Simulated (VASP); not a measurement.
KBr:

```
K Br
1.0
     0.00000    3.30225    3.30225
     3.30225    0.00000    3.30225
     3.30225    3.30225    0.00000
K Br
1 1
Direct
  0.00000 0.00000 0.00000
  0.50000 0.50000 0.50000
```

Base run:

* Program: VASP 6.6.1
* Functional: PBE-based global hybrid
* Potentials or basis: VASP PAW PBE potentials, release 64 (K_sv, Br)
* Cutoff: 520 eV
* k mesh: 4 × 4 × 4
* Occupations: gaussian, width 0.01 eV
* Spin: no spin polarisation

Its results: band gap on the k mesh 4.80 eV, direct; pressure 0.7 GPa.

The run is repeated on the same cell with these changes: functional from PBE-based global hybrid to HSE06. What comes out?

Band gap on the k mesh 5.59 eV, direct; pressure 0.5 GPa.

Caveats: the PAW data sets were made with another functional, which shifts forces and pressure a little.

